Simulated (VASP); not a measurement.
Here is a VASP 6.6.1 calculation.

INCAR

```
ALGO     = Normal         # electronic algorithm
EDIFF    = 1E-6           # SCF threshold, eV
ENCUT    = 600            # plane-wave cutoff, eV
GGA      = PE             # functional
GGA_COMPAT= False        
ISIF     = 2              # what is computed and relaxed
ISMEAR   = 0              # smearing method
LASPH    = True           # aspherical terms in the spheres
LCHARG   = False          # write CHGCAR
LREAL    = False          # projectors in reciprocal space
LWAVE    = False          # write WAVECAR
NBANDS   = 16             # bands
NELM     = 120            # most SCF steps
PREC     = Accurate       # precision mode
SIGMA    = 0.01           # smearing width, eV
```

KPOINTS

```
k-points
0
Gamma
  12 12 4
```

File POSCAR:

```
SiC
1.0
    3.1752936351      0.0000000000      0.0000000000
   -1.5876468176      2.7498848059      0.0000000000
    0.0000000000      0.0000000000      5.2109500228
Si C
2 2
Direct
    0.3333333333      0.6666666667      0.0000000000
    0.6666666667      0.3333333333      0.5000000000
    0.3333333333      0.6666666667      0.3850000000
    0.6666666667      0.3333333333      0.8850000000
```

Potentials or basis: VASP PAW PBE potentials, release 64 (Si, C).

The run is started by

```console
$ cat potpaw_PBE.64/Si/POTCAR potpaw_PBE.64/C/POTCAR > POTCAR
$ mpirun -np 1 vasp_std > vasp.out
```

(1) Estimate the largest force.

(2) Estimate the band gap on the k mesh.

Answers

(1) 0.615 eV/Å.

(2) 2.42 eV, indirect (least direct gap 3.81 eV).
